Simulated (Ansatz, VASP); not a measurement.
One calculation of SiC, two programs

The input POSCAR:

```
SiC
1.0
    0.0000000000      2.1544346900      2.1544346900
    2.1544346900      0.0000000000      2.1544346900
    2.1544346900      2.1544346900      0.0000000000
Si C
1 1
Direct
    0.0000000000      0.0000000000      0.0000000000
    0.5000000000      0.5000000000      0.5000000000
```

Contents of INCAR.step1:

```
SYSTEM = SiC
PREC = Accurate
ENCUT = 660
ISMEAR = -1
SIGMA = 0.1
LREAL = .FALSE.
LASPH = .TRUE.
NELM = 120
GGA = PE
ALGO = Normal
EDIFF = 1E-5
LWAVE = .TRUE.
LCHARG = .FALSE.
GGA_COMPAT = .FALSE.
IBRION = 2
ISIF = 3
EDIFFG = -0.005
NELMIN = 4
NSW = 100
```

The input INCAR.step2:

```
SYSTEM = SiC
PREC = Accurate
ENCUT = 660
EDIFF = 1E-7
ISMEAR = -1
SIGMA = 0.1
LREAL = .FALSE.
LASPH = .TRUE.
NELM = 120
ALGO = Normal
ISIF = 3
LWAVE = .FALSE.
LCHARG = .FALSE.
METAGGA = R2SCAN
LMIXTAU = .TRUE.
IBRION = 2
NSW = 60
EDIFFG = -0.005
ISTART = 1
GGA_COMPAT = .FALSE.
NELMIN = 4
```

File KPOINTS:

```
regular mesh
0
G
  17 17 17
  0 0 0
```

Input for Ansatz:

```yaml
crystal:
  lattice:
    - [0.0, 2.15443469, 2.15443469]
    - [2.15443469, 0.0, 2.15443469]
    - [2.15443469, 2.15443469, 0.0]
  atoms:
    - { symbol: Si, position: [0.0, 0.0, 0.0] }
    - { symbol: C, position: [0.5, 0.5, 0.5] }
kpoints:
  mp_grid: { grid: [17, 17, 17] }
scf:
  occupations: { method: fermi_dirac, width: 0.1 }
hamiltonian:
  xc: r2scan
  pseudopotentials: { kind: paw }
output:
  forces: true
  stress: true
relax:
  f_tol: 0.005
  max_steps: 40
  cell: {}
```

Alike in both runs: task relaxation of cell and atoms; functional r2SCAN; k mesh 17 × 17 × 17; occupations fermi-dirac, width 0.1 eV; no spin polarisation.

```csv
,VASP,Ansatz
version,VASP 6.6.1,Ansatz 0.2.0
potentials or method,"VASP PAW PBE potentials, release 64 (Si, C)","PAW with Ansatz's default frozen-core files, scalar-relativistic"
plane-wave cutoff (eV),660,500
valence electrons in the cell,8,8
```

|  | VASP | Ansatz | Ansatz less VASP |
| --- | --- | --- | --- |
| relaxed volume (Å³/atom) | 8.17 | 8.17 | -0.003 |
| relaxed cell length with the largest relative difference (Å) | 2.849 | 2.848 | -0.0003 |

VASP's potentials were made for PBE, not for r2SCAN.

Noted on VASP's run: the volume moved by over 15 % at a fixed basis, so the end points are rough.
